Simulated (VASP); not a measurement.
Here is a VASP 6.6.1 calculation.

The input INCAR:

```
PREC = Accurate
ENCUT = 600
EDIFF = 1E-7
ISMEAR = 0
SIGMA = 0.2
LREAL = False
LASPH = True
NELM = 120
ALGO = Normal
ISIF = 3
LWAVE = False
LCHARG = False
GGA = PE
IBRION = 2
NSW = 36
EDIFFG = -0.08
GGA_COMPAT = False
NELMIN = 4
```

The input KPOINTS:

```
regular mesh
0
Gamma
  4 4 4
```

POSCAR

```
Mg2Si3N3
1.0
    3.3350000000     -3.3350000000      0.0000000000
    3.3350000000      3.3350000000      0.0000000000
    0.0000000000      0.0000000000      4.7200000000
Mg Si N
2 3 3
Direct
    0.7500000000      0.2500000000      0.7500000000
    0.2500000000      0.7500000000      0.7500000000
    0.2500000000      0.2500000000      0.2500000000
    0.0000000000      0.0000000000      0.0000000000
    0.7500000000      0.7500000000      0.2500000000
    0.5000000000      0.5000000000      0.0000000000
    0.5000000000      0.0000000000      0.5000000000
    0.0000000000      0.5000000000      0.5000000000
```

Potentials or basis: VASP PAW PBE potentials, release 64 (Mg, Si, N).

Launch:

```console
$ cat potpaw_PBE.64/Mg/POTCAR potpaw_PBE.64/Si/POTCAR potpaw_PBE.64/N/POTCAR > POTCAR
$ mpirun -np 1 vasp_std > vasp.out
```

**Question.** What does it give for the relaxed volume?

**Answer.** 13.98 Å³/atom.

**Question.** What does it give for the relaxed cell?

**Answer.** a = 4.511 Å, b = 4.511 Å, c = 5.549 Å, α = 90.00°, β = 90.00°, γ = 82.08°.

**Question.** Predict the space group after relaxing (to 0.1 Å).

**Answer.** Cmm2 (No. 35).

Step by step:
```csv
step,energy change (eV),largest force (eV/Å),pressure (GPa),volume (Å³)
1,0.0000,6.9292,11.44,104.99
2,-3.7552,2.0223,-10.68,119.84
3,-3.9439,2.6855,-8.42,116.34
4,-4.8723,0.9895,1.76,106.38
5,-4.8857,1.1174,3.41,105.30
6,-5.3058,0.9880,2.39,106.63
7,-5.4028,0.8793,2.33,107.48
8,-5.5737,0.8460,-2.63,111.75
9,-5.5755,0.7754,-2.21,111.33
10,-5.6607,0.3303,0.99,109.56
11,-5.6615,0.3066,0.69,109.71
12,-5.6768,0.2926,0.34,110.47
13,-5.6771,0.3198,0.28,110.61
14,-5.6880,0.1856,-0.29,111.55
15,-5.6887,0.2365,-0.47,111.86
16,-5.6926,0.1404,0.29,111.55
17,-5.6926,0.1276,0.22,111.57
18,-5.6947,0.0608,0.10,111.82
```

Caveat: a cell axis changed by over 15 % at a fixed basis, so the end point is rough; the relaxation stopped at a loose force limit of 0.08 eV/Å, so its end isn't a converged minimum.
